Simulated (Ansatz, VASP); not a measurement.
**Two plane-wave programs on TiO2**

```
Ti O
1.0
     2.98991    0.00000    0.00000
    -1.49495    2.58934    0.00000
     0.00000    0.00000    5.25672
Ti O
1 2
Cartesian
  0.0000 0.0000 2.6284
  0.0000 1.7262 3.5927
  1.4950 0.8631 1.6640
```

Alike in both runs: task relaxation of cell and atoms; functional PBE; k mesh 12 × 12 × 4; occupations gaussian, width 0.02 eV; no spin polarisation.

|  | VASP | Ansatz |
| --- | --- | --- |
| version | VASP 6.6.1 | Ansatz 0.2.0 |
| potentials or method | VASP PAW PBE potentials, release 64 (Ti_sv, O_h), cutoff 1340 eV | scalar-relativistic, plane waves, PAW |
| valence electrons in the cell | 24 | 24 |

```tsv
	VASP	Ansatz	Ansatz less VASP
gap on the k mesh at the Fermi level, each at its own relaxed structure (eV)	2.60	2.66	+0.055
relaxed volume (Å³/atom)	13.59	14.22	+0.627
relaxed length of the cell vector where the two differ most in proportion (Å)	5.261	5.512	+0.2510
```
